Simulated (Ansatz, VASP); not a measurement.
Two plane-wave programs on Ti2B3

Contents of INCAR:

```
ALGO     = Normal         # electronic algorithm
EDIFF    = 1E-7           # SCF threshold, eV
EDIFFG   = -0.01          # ionic threshold
ENCUT    = 600            # plane-wave cutoff, eV
GGA      = PE             # functional
IBRION   = 2              # ionic algorithm
ISIF     = 3              # what is computed and relaxed
ISMEAR   = 0              # smearing method
LASPH    = T              # aspherical terms in the spheres
LCHARG   = F              # write CHGCAR
LREAL    = F              # projectors in reciprocal space
LWAVE    = F              # write WAVECAR
NELM     = 100            # most SCF steps
NSW      = 100            # ionic steps
PREC     = Accurate       # precision mode
SIGMA    = 0.1            # smearing width, eV
```

Contents of KPOINTS:

```
k-points
0
Gamma
  10 10 10
```

Contents of POSCAR:

```
Ti2B3
1.0
    3.9468552646      0.0000000000      0.0000000000
    0.0000000000      3.9468552646      0.0000000000
    0.0000000000      0.0000000000      3.9468552646
Ti B
2 3
Direct
    0.0000000000      0.0000000000      0.0000000000
    0.5000000000      0.5000000000      0.5000000000
    0.5000000000      0.0000000000      0.0000000000
    0.0000000000      0.5000000000      0.0000000000
    0.0000000000      0.0000000000      0.5000000000
```

Input for Ansatz:

```yaml
crystal:
  lattice:
    - [3.9468552646, 0.0, 0.0]
    - [0.0, 3.9468552646, 0.0]
    - [0.0, 0.0, 3.9468552646]
  atoms:
    - { symbol: Ti, position: [0.0, 0.0, 0.0] }
    - { symbol: Ti, position: [0.5, 0.5, 0.5] }
    - { symbol: B, position: [0.5, 0.0, 0.0] }
    - { symbol: B, position: [0.0, 0.5, 0.0] }
    - { symbol: B, position: [0.0, 0.0, 0.5] }
basis:
  ecutwfc: 420
kpoints:
  mp_grid: { grid: [10, 10, 10] }
hamiltonian:
  xc: pbe
scf:
  occupations: { method: gaussian, width: 0.1 }
output:
  forces: true
  stress: true
  eigenvalues: true
relax:
  adjacent_minimum: "off"
  f_tol: 0.01
  max_steps: 80
  cell: { stress_tol: 0.05 }
```

Alike in both runs: task relaxation of cell and atoms; functional PBE; k mesh 10 × 10 × 10; occupations gaussian, width 0.1 eV; no spin polarisation.

```csv
,VASP,Ansatz
version,VASP 6.6.1,Ansatz 0.2.0
potentials or method,"VASP PAW PBE potentials, release 64 (Ti_sv, B), cutoff 600 eV","scalar-relativistic, plane waves, PAW"
valence electrons in the cell,33,33
```

|  | VASP | Ansatz | Ansatz less VASP |
| --- | --- | --- | --- |
| gap on the k mesh at the Fermi level, each at its own relaxed structure (eV) | none | none | - |
| relaxed volume (Å³/atom) | 12.30 | 12.30 | +0.008 |
| relaxed cell length with the largest relative difference (Å) | 3.947 | 3.948 | +0.0009 |

A gap of «none» marks a metal or a gap that the smearing closes.

Noted on VASP's run: the relaxation stopped at its first step, so nothing moved.
